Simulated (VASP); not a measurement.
Wanted: the native input for a VASP 6.6.1 run.

| Item | Value |
| --- | --- |
| Task | single point |
| Functional | PBE |
| Potentials or basis | VASP PAW PBE potentials, release 64 (Sc_sv, Ru_pv) |
| Cutoff | 520 eV |
| k mesh | 4 × 4 × 4 |
| Occupations | gaussian, width 0.1 eV |
| Spin | no spin polarisation |
| Dipole correction | no |
| Further INCAR settings | ALGO = Normal; EDIFF = 1e-06; NBANDS = 32 |

The structure of Sc3Ru lies in POSCAR:

```
Sc3Ru
1.0
    4.1071972818      0.0000000000      0.0000000000
    0.0000000000      4.1071972818      0.0000000000
    0.0000000000      0.0000000000      4.1071972818
Sc Ru
3 1
Direct
    0.0000000000      0.5000000000      0.5000000000
    0.5000000000      0.0000000000      0.5000000000
    0.5000000000      0.5000000000      0.0000000000
    0.0000000000      0.0000000000      0.0000000000
```

One way to write it, as run:

INCAR

```
ALGO = Normal
EDIFF = 1E-6
ENCUT = 520
GGA = PE
ISIF = 2
ISMEAR = 0
LASPH = T
LCHARG = F
LREAL = F
LWAVE = F
NBANDS = 32
NELM = 60
PREC = Accurate
SIGMA = 0.1
```

KPOINTS

```
k-points
0
Gamma
  4 4 4
```

Potentials or basis: VASP PAW PBE potentials, release 64 (Sc_sv, Ru_pv).

The run is started by

```console
$ cat potpaw_PBE.64/Sc_sv/POTCAR potpaw_PBE.64/Ru_pv/POTCAR > POTCAR
$ mpirun -np 1 vasp_std > vasp.out
```

It gave:

```yaml
Pressure: 15.2 GPa
Band_gap_on_the_k_mesh: zero (an odd number of electrons rules out a gap without spin polarisation)
```

Caveat: the k points lie up to 0.38 Å⁻¹ apart, too coarse for converged energies and pressures of a metal.

It took 41 s on 1 thread of Oxide Virtual Turin-like Processor, on a shared host, peak memory 0.14 GiB.
